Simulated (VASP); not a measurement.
Set up this calculation in VASP 6.6.1, as the native input.

```yaml
Task: single point
Functional: PBE
Potentials_or_basis: VASP PAW PBE potentials, release 64 (La, Ta_pv, O)
Cutoff: 520 eV
k_mesh: 10 × 10 × 6
Occupations: gaussian, width 0.1 eV
Spin: no spin polarisation
Dipole_correction: no
Further_INCAR_settings: ALGO = Normal; EDIFF = 1e-06; NBANDS = 37
```

The structure of LaTaO lies in POSCAR:

```
LaTaO
1.0
    4.1430191593      0.0000000000      0.0000000000
    0.0000000000      4.1430191593      0.0000000000
    0.0000000000      0.0000000000      6.5477002241
La Ta O
2 2 2
Direct
    0.0000000000      0.5000000000      0.4045182196
    0.5000000000      0.0000000000      0.5954817804
    0.5000000000      0.0000000000      0.0921616029
    0.0000000000      0.5000000000      0.9078383971
    0.0000000000      0.0000000000      0.0000000000
    0.5000000000      0.5000000000      0.0000000000
```

One way to write it, as run:

INCAR

```
PREC = Accurate
ENCUT = 520
EDIFF = 1E-6
ISMEAR = 0
SIGMA = 0.1
LREAL = F
LASPH = T
NELM = 60
ALGO = Normal
ISIF = 2
LWAVE = F
LCHARG = F
GGA = PE
NBANDS = 37
```

KPOINTS

```
regular mesh
0
Gamma
  10 10 6
```

Potentials or basis: VASP PAW PBE potentials, release 64 (La, Ta_pv, O).

Launch:

```sh
$ cat potpaw_PBE.64/La/POTCAR potpaw_PBE.64/Ta_pv/POTCAR potpaw_PBE.64/O/POTCAR > POTCAR
$ mpirun -np 1 vasp_std > vasp.out
```

Results of the run:

```
Pressure               : 0.2 GPa
Largest force          : 0.044 eV/Å
Band gap on the k mesh : zero (band 28 reaches 8.71 eV, above the bottom of band 29 at 8.12 eV)
```

Caveat: spin-orbit coupling is left out, which moves the levels of the heavy elements.

It used 790 s of CPU time on 1 thread of AMD EPYC 7R13 Processor (Zen 3), with other jobs on the host.
